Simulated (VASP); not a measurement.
Input of a VASP 6.6.1 run:

Contents of INCAR:

```
PREC     = Accurate       # precision mode
ENCUT    = 520            # plane-wave cutoff, eV
EDIFF    = 1E-7           # SCF threshold, eV
ISMEAR   = 0              # smearing method
SIGMA    = 0.15           # smearing width, eV
LREAL    = F              # projectors in reciprocal space
LASPH    = T              # aspherical terms in the spheres
NELM     = 80             # most SCF steps
ALGO     = Fast           # electronic algorithm
ISIF     = 2              # what is computed and relaxed
LWAVE    = F              # write WAVECAR
LCHARG   = F              # write CHGCAR
GGA      = PE             # functional
NBANDS   = 12             # bands
```

File KPOINTS:

```
Automatic mesh
0
Gamma
  18 18 18
```

The input POSCAR:

```
Cd
1.0
    0.0000000000      2.6303738394      1.7878650986
    2.6303738394      0.0000000000      1.7878650986
    2.6303738394      2.6303738394      0.0000000000
Cd
1
Direct
    0.0000000000      0.0000000000      0.0000000000
```

Potentials or basis: VASP PAW PBE potentials, release 64 (Cd).

The run is started by

```console
$ cat potpaw_PBE.64/Cd/POTCAR > POTCAR
$ mpirun -np 1 vasp_std > vasp.out
```

Q: Predict the pressure.

A: -1.5 GPa.

Q: What does it give for the band gap on the k mesh?

A: Zero (band 6 reaches 5.09 eV, above the bottom of band 7 at 0.73 eV).

Stress tensor (GPa, compression positive):
```
-1.29  0.00  0.00
 0.00 -1.29  0.00
 0.00  0.00 -1.97
```
